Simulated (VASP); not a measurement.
# Pb (Im-3m) in VASP: notebook

Pb is run at these levels: PBEsol; tasks: single point.

Everything below comes from runs of VASP 6.6.1. Logs are shortened: lines on timing, memory, paths and dates and some standing lists are left out, and cuts for length are marked.

### Step 1. The cell of the first run

It takes space group Im-3m (No. 229, cubic). Conventional cell: a = 3.533 Å, b = 3.533 Å, c = 3.533 Å, α = 90.00°, β = 90.00°, γ = 90.00°. Within 4.0 Å of Pb (site symmetry m-3m) lie 14 Pb at 3.06 to 3.53 Å.

This isn't the form of Pb at room conditions, which is fcc.

### Step 2. Single point, PBEsol

The input, INCAR:

```
SYSTEM = Pb
PREC = Accurate
ENCUT = 520
EDIFF = 1E-6
ISMEAR = -1
SIGMA = 0.05
LREAL = .False.
LASPH = .True.
NELM = 60
ALGO = Normal
ISIF = 2
LWAVE = .False.
LCHARG = .False.
GGA = PS
NBANDS = 13
```

The input, KPOINTS:

```
regular mesh
0
Gamma
  9 9 9
  0 0 0
```

The input, POSCAR:

```
Pb
1.0
   -1.7662582529      1.7662582529      1.7662582529
    1.7662582529     -1.7662582529      1.7662582529
    1.7662582529      1.7662582529     -1.7662582529
Pb
1
Direct
    0.0000000000      0.0000000000      0.0000000000
```

Potentials or basis: VASP PAW PBE potentials, release 64 (Pb_d).

Launch:

```console
cat potpaw_PBE.64/Pb_d/POTCAR > POTCAR
mpirun -np 1 vasp_std > vasp.out
```

OUTCAR:

```text
SYSTEM = Pb
   PREC = Accurate
   ENCUT = 520
   EDIFF = 1E-6
   ISMEAR = -1
   LREAL = .False.
   LASPH = .True.
   NELM = 60
   ISIF = 2
   GGA = PS

 ion  position               nearest neighbor table
   1  0.000  0.000  0.000-

  LATTYP: Found a body centered cubic cell.
 ALAT       =     3.5325165058

  Lattice vectors:

 A1 = (  -1.7662582529,   1.7662582529,   1.7662582529)
 A2 = (   1.7662582529,  -1.7662582529,   1.7662582529)
 A3 = (   1.7662582529,   1.7662582529,  -1.7662582529)

Analysis of symmetry for initial positions (statically):
=====================================================================
 Subroutine PRICEL returns:
 Original cell was already a primitive cell.

 Routine SETGRP: Setting up the symmetry group for a
 body centered cubic supercell.

 Subroutine GETGRP returns: Found 48 space group operations
 (whereof 48 operations were pure point group operations)
 out of a pool of 48 trial point group operations.

The static configuration has the point symmetry O_h .

Analysis of symmetry for dynamics (positions and initial velocities):
=====================================================================
 Subroutine PRICEL returns:
 Original cell was already a primitive cell.

 Routine SETGRP: Setting up the symmetry group for a
 body centered cubic supercell.

 Subroutine GETGRP returns: Found 48 space group operations
 (whereof 48 operations were pure point group operations)
 out of a pool of 48 trial point group operations.

The dynamic configuration has the point symmetry O_h .

 Subroutine INISYM returns: Found 48 space group operations
 (whereof 48 operations are pure point group operations),
 and found     1 'primitive' translations

----------------------------------------------------------------------------------------

                                     Primitive cell

  volume of cell :      22.0406

  direct lattice vectors                    reciprocal lattice vectors
    -1.766258253  1.766258253  1.766258253     0.000000000  0.283084311  0.283084311
     1.766258253 -1.766258253  1.766258253     0.283084311  0.000000000  0.283084311
     1.766258253  1.766258253 -1.766258253     0.283084311  0.283084311  0.000000000

  length of vectors
     3.059249033  3.059249033  3.059249033     0.400341671  0.400341671  0.400341671

  position of ions in fractional coordinates (direct lattice)
     0.000000000  0.000000000  0.000000000

  ion indices of the primitive-cell ions
   primitive index   ion index
                 1           1

----------------------------------------------------------------------------------------

 KPOINTS: regular mesh

Automatic generation of k-mesh.
 Grid dimensions read from file:
 generate k-points for:    9    9    9

 Generating k-lattice:

  Cartesian coordinates                     Fractional coordinates (reciprocal lattice)
     0.000000000  0.031453812  0.031453812     0.111111111  0.000000000  0.000000000
     0.031453812  0.000000000  0.031453812     0.000000000  0.111111111  0.000000000
     0.031453812  0.031453812  0.000000000     0.000000000  0.000000000  0.111111111

  Length of vectors
     0.044482408  0.044482408  0.044482408

  Shift w.r.t. Gamma in fractional coordinates (k-lattice)
     0.000000000  0.000000000  0.000000000

 Subroutine IBZKPT returns following result:
 ===========================================

 Found     35 irreducible k-points:

 Following reciprocal coordinates:
            Coordinates               Weight
  0.000000  0.000000  0.000000      1.000000
  0.111111  0.000000  0.000000     12.000000
  0.222222  0.000000  0.000000     12.000000
  0.333333  0.000000  0.000000     12.000000
  0.444444  0.000000  0.000000     12.000000
  0.111111  0.111111  0.000000     24.000000
[... 16 lines left out ...]
 -0.333333  0.444444  0.111111     48.000000
 -0.444444 -0.444444  0.111111     24.000000
 [... further k-points ...]
   k-points           NKPTS =     35   k-points in BZ     NKDIM =     35   number of bands    NBANDS=     13
   number of dos      NEDOS =    301   number of ions     NIONS =      1
   total plane-waves  NPLWV =  13824
   dimension x,y,z NGX =    24 NGY =   24 NGZ =   24
   dimension x,y,z NGXF=    48 NGYF=   48 NGZF=   48
   ions per type =               1
   NGX,Y,Z   is equivalent  to a cutoff of  13.04, 13.04, 13.04 a.u.
   NGXF,Y,Z  is equivalent  to a cutoff of  26.08, 26.08, 26.08 a.u.
 SYSTEM =  Pb
   PREC   = accura    normal or accurate (medium, high low for compatibility)
   ISTART =      0    job   : 0-new  1-cont  2-samecut
   ICHARG =      2    charge: 1-file 2-atom 10-const
   ISPIN  =      1    spin polarized calculation?
   LNONCOLLINEAR =      F non collinear calculations
   LSORBIT =      F    spin-orbit coupling
   LASPH  =      T    aspherical Exc in radial PAW
   ENCUT  =  520.0 eV  38.22 Ry    6.18 a.u.   5.69  5.69  5.69*2*pi/ulx,y,z
   NELM   =     60;   NELMIN=  2; NELMDL= -5     # of ELM steps
   EDIFF  = 0.1E-05   stopping-criterion for ELM
   LREAL  =      F    real-space projection
   EDIFFG = 0.1E-04   stopping-criterion for IOM
   NSW    =      0    number of steps for IOM
   IBRION =     -1    ionic relax: 0-MD 1-quasi-New 2-CG
   NFREE  =      0    steps in history (QN), initial steepest desc. (CG)
   ISIF   =      2    stress and relaxation
   ISYM   =      2    0-nonsym 1-usesym 2-fastsym
   POTIM  = 0.5000    time-step for ionic-motion
   TEBEG  =    0.0;   TEEND  =   0.0 temperature during run
   PSTRESS=    0.0 pullay stress
   NELECT =      14.0000    total number of electrons
   NUPDOWN=      -1.0000    fix difference up-down
   EMIN   =  10.00;   EMAX   =-10.00  energy-range for DOS
   EFERMI =   0.00;   METHOD = LEGACY
   ISMEAR =    -1;   SIGMA  =   0.05  broadening in eV -4-tet -1-fermi 0-gaus
   EFERMI_NEDOS =   21; number of points for ismear=-14 and -15
   IALGO  =     38    algorithm
   IMIX   =      4    mixing-type and parameters
     AMIX     =   0.40;   BMIX     =  1.00
     AMIX_MAG =   1.60;   BMIX_MAG =  1.00
  volume/ion in A,a.u.               =      22.04       148.74
  Fermi-wavevector in a.u.,A,eV,Ry     =   1.407267  2.659350 26.945000  1.980402
  Thomas-Fermi vector in A             =   2.529544
   LORBIT       =      0    0 simple, 1 ext, 2 COOP (PROOUT), +10 PAW based schemes
   GGA     = PS    functional components
   LHFCALC =     F    Hartree Fock is set to
   AEXX    =    0.0000 exact exchange contribution
   IVDW    =     0    specifies the selected vdW correction
   LEPSILON=     F    determine dielectric tensor
   LRPA    =     F    only Hartree local field effects (RPA)
 non-spin polarized calculation
  energy-cutoff  :      520.00
  volume of cell :       22.04
 maximum number of plane-waves:       607
   NGX = 11   NGY = 11   NGZ = 11

 number of electron      14.0000005 magnetization

 Free energy of the ion-electron system (eV)
  ---------------------------------------------------
  ext. energy  EPLUGINS =         0.00000000
  ---------------------------------------------------
  free energy    TOTEN  =        -3.41733809 eV

  energy without entropy =       -3.41204859  energy(sigma->0) =       -3.41469334

 E-fermi :  11.2686     XC(G=0): -11.9790

 val. band max:       11.2003161725   @ k =  -0.3333   0.3333   0.2222
 cond. band min:      11.2765912874   @ k =   0.2222   0.2222   0.1111
 fundamental gap:      0.0762751149
 Fermi energy:        11.2686069234

 k-point     1 :       0.0000    0.0000    0.0000
  band No.  band energies     occupation
      1      -6.2734      2.00000
      2      -6.2734      2.00000
      3      -6.2734      2.00000
      4      -5.7073      2.00000
      5      -5.7073      2.00000
      6      -3.1225      2.00000
      7      22.2927      0.00000
      8      22.2927      0.00000
      9      22.2927      0.00000
     10      22.6737      0.00000
     11      22.6737      0.00000
     12      22.6737      0.00000
     13      27.3383      0.00000

 k-point     2 :       0.1111    0.0000    0.0000
  band No.  band energies     occupation
      1      -6.3008      2.00000
      2      -6.2537      2.00000
      3      -6.1728      2.00000
      4      -5.7366      2.00000
      5      -5.7080      2.00000
      6      -2.7765      2.00000
      7      19.1014      0.00000
      8      21.0378      0.00000
      9      21.2224      0.00000
     10      22.2097      0.00000
     11      22.5643      0.00000
     12      22.9875      0.00000
     13      27.8510      0.00000

 k-point     3 :       0.2222    0.0000    0.0000
  band No.  band energies     occupation
      1      -6.3697      2.00000
      2      -6.2509      2.00000
      3      -5.9092      2.00000
      4      -5.7839      2.00000
      5      -5.7090      2.00000
      6      -1.7087      2.00000
      7      14.4187      0.00000
      8      18.8641      0.00000
      9      19.4375      0.00000
     10      21.6211      0.00000
     11      22.3471      0.00000
     12      24.1787      0.00000
     13      27.7909      0.00000

 k-point     4 :       0.3333    0.0000    0.0000
  band No.  band energies     occupation
      1      -6.4470      2.00000
      2      -6.3280      2.00000
      3      -5.7777      2.00000
      4      -5.7089      2.00000
      5      -5.5922      2.00000
      6       0.0902      2.00000
      7      10.0612      2.00000
      8      17.0272      0.00000
      9      18.0609      0.00000
     10      21.2642      0.00000
     11      22.1645      0.00000
     12      26.0295      0.00000
     13      27.5767      0.00000

 k-point     5 :       0.4444    0.0000    0.0000
  band No.  band energies     occupation
      1      -6.4968      2.00000
      2      -6.4085      2.00000
      3      -5.7495      2.00000
      4      -5.7079      2.00000
      5      -5.3739      2.00000
      6       2.4579      2.00000
      7       6.3926      2.00000
      8      15.9988      0.00000
      9      17.3350      0.00000
     10      21.1268      0.00000
     11      22.0686      0.00000
     12      27.4105      0.00000
     13      28.0366      0.00000

 k-point     6 :       0.1111    0.1111    0.0000
  band No.  band energies     occupation
      1      -6.3212      2.00000
      2      -6.2550      2.00000
      3      -6.0035      2.00000
      4      -5.7784      2.00000
      5      -5.7108      2.00000
      6      -2.0665      2.00000
      7      16.2658      0.00000
      8      17.9422      0.00000
      9      19.7068      0.00000
     10      22.6613      0.00000
     11      23.0570      0.00000
     12      23.9290      0.00000
     13      28.0394      0.00000

 k-point     7 :       0.2222    0.1111    0.0000
  band No.  band energies     occupation
      1      -6.3861      2.00000
      2      -6.2570      2.00000
      3      -5.8061      2.00000
      4      -5.7687      2.00000
      5      -5.6991      2.00000
      6      -0.6263      2.00000
      7      12.2160      0.00000
      8      15.8039      0.00000
      9      18.1657      0.00000
     10      22.3266      0.00000
     11      24.1114      0.00000
     12      24.4077      0.00000
     13      28.9733      0.00000
[... 193 lines left out ...]
 k-point    20 :      -0.3333    0.3333    0.1111
  band No.  band energies     occupation
      1      -6.3381      2.00000
      2      -6.2569      2.00000
      3      -5.8661      2.00000
      4      -5.7564      2.00000
      5      -5.6066      2.00000
      6       0.4232      2.00000
      7      10.3607      2.00000
      8      15.9285      0.00000
      9      17.0094      0.00000
     10      22.0722      0.00000
     11      23.3932      0.00000
     12      23.5243      0.00000
     13      28.9191      0.00000

 k-point    21 :      -0.2222    0.3333    0.1111
  band No.  band energies     occupation
      1      -6.2635      2.00000
      2      -6.1424      2.00000
      3      -5.9097      2.00000
      4      -5.8299      2.00000
      5      -5.7026      2.00000
      6       0.0570      2.00000
      7      12.2172      0.00000
      8      14.3067      0.00000
      9      18.0914      0.00000
     10      20.2582      0.00000
     11      23.1716      0.00000
     12      26.4839      0.00000
     13      28.2269      0.00000

 k-point    22 :      -0.4444    0.4444    0.1111
  band No.  band energies     occupation
      1      -6.3843      2.00000
      2      -6.3423      2.00000
      3      -5.8248      2.00000
      4      -5.7769      2.00000
      5      -5.3851      2.00000
      6       2.7457      2.00000
      7       6.7671      2.00000
      8      14.9851      0.00000
      9      16.4367      0.00000
     10      22.5944      0.00000
     11      23.3183      0.00000
     12      24.4257      0.00000
     13      26.5573      0.00000

 k-point    23 :      -0.3333    0.4444    0.1111
  band No.  band energies     occupation
      1      -6.3060      2.00000
      2      -6.1957      2.00000
      3      -5.9069      2.00000
      4      -5.8075      2.00000
      5      -5.5054      2.00000
      6       2.1095      2.00000
      7       8.9063      2.00000
      8      12.6213      0.00000
      9      17.6186      0.00000
     10      21.2293      0.00000
     11      22.9174      0.00000
     12      26.0978      0.00000
     13      26.9955      0.00000

 k-point    24 :      -0.4444   -0.4444    0.1111
  band No.  band energies     occupation
      1      -6.3306      2.00000
      2      -6.2218      2.00000
      3      -5.9331      2.00000
      4      -5.7693      2.00000
      5      -5.4126      2.00000
      6       3.8823      2.00000
      7       6.5972      2.00000
      8      12.1349      0.00000
      9      17.3594      0.00000
     10      22.0808      0.00000
     11      23.7062      0.00000
     12      23.9173      0.00000
     13      26.7178      0.00000

 [... further k-points ...]
[... 5 lines left out ...]
  --------------------------------------------------------------------------------------
  -------------------------------------------------------------------------------------
  Total        4.1093601      4.1093601      4.1093601     -0.0000000      0.0000000      0.0000000
  in kB      298.7185439    298.7185439    298.7185439     -0.0000000      0.0000000      0.0000000
  external PRESSURE =     298.7185439 kB  Pullay stress =       0.0000000 kB

 VOLUME and BASIS-vectors are now :
 -----------------------------------------------------------------------------
  energy-cutoff  :      520.00
  volume of cell :       22.04
      direct lattice vectors                 reciprocal lattice vectors
    -1.766258253  1.766258253  1.766258253     0.000000000  0.283084311  0.283084311
     1.766258253 -1.766258253  1.766258253     0.283084311  0.000000000  0.283084311
     1.766258253  1.766258253 -1.766258253     0.283084311  0.283084311  0.000000000

 POSITION                                       TOTAL-FORCE (eV/Angst)
 -----------------------------------------------------------------------------------
      0.00000      0.00000      0.00000         0.000000     -0.000000      0.000000
 -----------------------------------------------------------------------------------
    total drift:                                0.000000      0.000000     -0.000000

  FREE ENERGIE OF THE ION-ELECTRON SYSTEM (eV)
  ---------------------------------------------------
  free  energy   TOTEN  =        -3.4173380923 eV

  energy  without entropy=       -3.4120485852  energy(sigma->0) =       -3.41469334
```

Run time: 9.2 s. Hardware: 1 thread of Intel Xeon 8259CL, shared host; peak memory 0.14 GiB.

Results:

* Free energy: -3.4173 eV
* Pressure: 29.9 GPa
* Band gap on the k mesh: zero (bands 7 and 8 overlap by 14.00 eV)

Levels at points of the mesh, in eV from the Fermi level:
```
           k point  band 5  band 6  band 7  band 8  band 9  band 10
(0.00, 0.00, 0.00)  -16.98  -14.39   11.02   11.02   11.02    11.41
```

Caveat: the cell stands under pressure; the PAW data sets were made with another functional, which shifts forces and pressure a little; spin-orbit coupling is left out, which moves the levels of the heavy elements.

### Step 3. Single point, PBEsol

This run uses another cell than the first one, of 23.52 Å³/atom.

The input, INCAR:

```
ALGO = Fast ; EDIFF = 1E-7
ENCUT = 520 ; GGA = PS
ISIF = 2 ; ISMEAR = -1
LASPH = True ; LCHARG = False
LREAL = False ; LWAVE = False
NBANDS = 13 ; NELM = 60
PREC = Accurate ; SIGMA = 0.05
```

The input, KPOINTS:

```
k-points
0
Gamma
  9 9 9
```

The input, POSCAR:

```
Pb
1.0
   -1.8050062508      1.8050062508      1.8050062508
    1.8050062508     -1.8050062508      1.8050062508
    1.8050062508      1.8050062508     -1.8050062508
Pb
1
Direct
    0.0000000000      0.0000000000      0.0000000000
```

Potentials or basis: VASP PAW PBE potentials, release 64 (Pb_d).

Launch:

```console
cat potpaw_PBE.64/Pb_d/POTCAR > POTCAR
mpirun -np 1 vasp_std > vasp.out
```

It took 14 s on 1 thread of Intel Xeon 8259CL, shared host; peak memory 0.14 GiB.

Results (log left out):

| Quantity | Value |
| --- | --- |
| Free energy | -3.6462 eV |
| Pressure | 19.9 GPa |
| Band gap on the k mesh | zero (bands 7 and 8 overlap by 13.03 eV) |

Levels at points of the mesh, in eV from the Fermi level:
```csv
k point,band 4,band 5,band 6,band 7,band 8,band 9,band 10,band 11
"(0.00, 0.00, 0.00)",-16.91,-16.91,-13.77,10.25,10.25,10.25,11.39,11.39
```

Caveat: the cell stands under pressure; the PAW data sets were made with another functional, which shifts forces and pressure a little; spin-orbit coupling is left out, which moves the levels of the heavy elements.

(Continued in part 2 of 2.)
